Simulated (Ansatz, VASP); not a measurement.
# B: VASP beside Ansatz

```
CELL_PARAMETERS angstrom
-1.49549 1.74471 2.59538
1.49549 -1.74471 2.59538
1.49549 1.74471 -2.59538
ATOMIC_POSITIONS crystal
B 0.50000 0.00000 0.50000
B 0.00000 0.00000 0.00000
B 0.50000 0.50000 0.00000
```

Alike in both runs: task single point; functional PBE; k mesh 8 × 8 × 8; occupations gaussian, width 0.1 eV; no spin polarisation.

|  | VASP | Ansatz |
| --- | --- | --- |
| version | VASP 6.6.1 | Ansatz 0.2.0 |
| potentials or method | VASP PAW PBE potentials, release 64 (B), cutoff 520 eV | scalar-relativistic, plane waves, PAW |
| valence electrons in the cell | 9 | 9 |

VASP gave:

| Item | Value |
| --- | --- |
| gap on the k mesh at the Fermi level (eV) | none |
| pressure (GPa) | 1.6 |
| traceless stress, the component that is largest in VASP (GPa) | 40.28 |

**Question.** What did Ansatz give for the same quantities?

**Answer.** gap on the k mesh at the Fermi level (eV): none; pressure (GPa): 1.7; traceless stress, the component that is largest in VASP (GPa): 40.32.

A gap of «none» marks a metal or a gap that the smearing closes.
